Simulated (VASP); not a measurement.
ZnCu3: single point with LDA

ZnCu3:

```
Zn Cu
1.0
     2.56146    0.00000    0.00000
    -1.28073    2.21829    0.00000
     0.00000    0.00000    8.39759
Zn Cu
1 3
Direct
  0.66667 0.33333 0.00000
  0.66667 0.33333 0.50000
  0.33333 0.66667 0.25407
  0.33333 0.66667 0.74593
```

```yaml
Program: VASP 6.6.1
Task: single point
Functional: LDA
Potentials_or_basis: VASP PAW LDA potentials, release 64 (Zn, Cu)
Cutoff: 520 eV
k_mesh: 11 × 11 × 3
Occupations: methfessel-paxton, width 0.1 eV
Spin: no spin polarisation
```

| Item | Value |
| --- | --- |
| Pressure | -6.4 GPa |
| Largest force | 0.071 eV/Å |

Forces in eV/Å, atoms in the order of the input:
```
Zn   0.000  0.000  0.000
Cu   0.000  0.000  0.000
Cu   0.000  0.000  0.071
Cu   0.000  0.000 -0.071
```

Stress tensor (GPa, compression positive):
```
-6.09  0.00  0.00
 0.00 -6.09  0.00
 0.00  0.00 -7.12
```

Levels at points of the mesh, in eV from the Fermi level:
```
           k point  band 19  band 20  band 21  band 22  band 23  band 24  band 25  band 26  band 27  band 28
(0.00, 0.00, 0.00)    -2.60    -2.33    -2.33    -2.01    -2.01    -1.77     2.40    11.25    11.30    19.90
```

It took 69 s on 1 thread of Intel(R) Xeon(R) Platinum 8259CL CPU @ 2.50GHz (Skylake/Cascade Lake), with other jobs on the host, peak memory 0.17 GiB.
